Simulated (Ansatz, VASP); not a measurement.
# Ag in VASP and in Ansatz

INCAR

```
SYSTEM = Ag
ALGO     = Normal         ! electronic algorithm
DIPOL    = 0.5 0.5 0.500
EDIFF    = 1E-7           ! SCF threshold, eV
ENCUT    = 520            ! plane-wave cutoff, eV
GGA      = CA             ! functional
IDIPOL   = 3            
ISIF     = 2              ! what is computed and relaxed
ISMEAR   = -1             ! smearing method
LASPH    = .True.         ! aspherical terms in the spheres
LCHARG   = .True.         ! write CHGCAR
LDIPOL   = .True.       
LELF     = .True.         ! ELF
LREAL    = .False.        ! projectors in reciprocal space
LVACPOTAV= .True.       
LVHAR    = .True.       
LWAVE    = .False.        ! write WAVECAR
NBANDS   = 36             ! bands
NELM     = 80             ! most SCF steps
PREC     = Accurate       ! precision mode
SIGMA    = 0.1            ! smearing width, eV
```

KPOINTS

```
k-points
0
Gamma
  12 12 1
  0 0 0
```

The input POSCAR:

```
Ag
1.0
    2.8297444621      0.0000000000      0.0000000000
    0.0000000000      2.8297444621      0.0000000000
    0.0000000000      0.0000000000     24.0037000000
Ag
5
Direct
    0.0000000000      0.0000000000      0.3332814111
    0.5000000000      0.5000000000      0.4166407053
    0.0000000000      0.0000000000      0.5000000000
    0.5000000000      0.5000000000      0.5833592947
    0.0000000000      0.0000000000      0.6667185889
```

Input for Ansatz:

```yaml
crystal:
  lattice:
    - [2.8297444621, 0.0, 0.0]
    - [0.0, 2.8297444621, 0.0]
    - [0.0, 0.0, 24.0037]
  atoms:
    - { symbol: Ag, position: [0.0, 0.0, 0.3332814111] }
    - { symbol: Ag, position: [0.5, 0.5, 0.4166407053] }
    - { symbol: Ag, position: [0.0, 0.0, 0.5] }
    - { symbol: Ag, position: [0.5, 0.5, 0.5833592947] }
    - { symbol: Ag, position: [0.0, 0.0, 0.6667185889] }
kpoints:
  mp_grid: { grid: [12, 12, 1] }
scf:
  occupations: { method: fermi_dirac, width: 0.1 }
hamiltonian:
  xc: lda
  pseudopotentials: { kind: all_electron, lapw: { basis_error: 0.001 } }
output:
  forces: true
  stress: true
  eigenvalues: true
  populations: true
  dos: { projected: true, de: 0.2, e_range: [-14, 8] }
efield:
  axis: 3
  amplitude: 0
  dipole_correction: true
```

Alike in both runs: task single point; functional LDA; k mesh 12 × 12 × 1; occupations fermi-dirac, width 0.1 eV; no spin polarisation.

|  | VASP | Ansatz |
| --- | --- | --- |
| version | VASP 6.6.1 | Ansatz 0.2.0 |
| potentials or method | VASP PAW LDA potentials, release 64 (Ag), cutoff 520 eV | all-electron LAPW, scalar-relativistic |

Ansatz gave:

```
rms of the force components (eV/Å) : 0.090
```

Question: What did VASP give for the same quantities?

Answer: rms of the force components (eV/Å): 0.087.

LDA's correlation is that of Perdew and Zunger in VASP and of Perdew and Wang (1992) in Ansatz. Atom by atom the forces differ by 0.004 eV/Å (rms over components). Ansatz ran all-electron here, and VASP with PAW potentials.
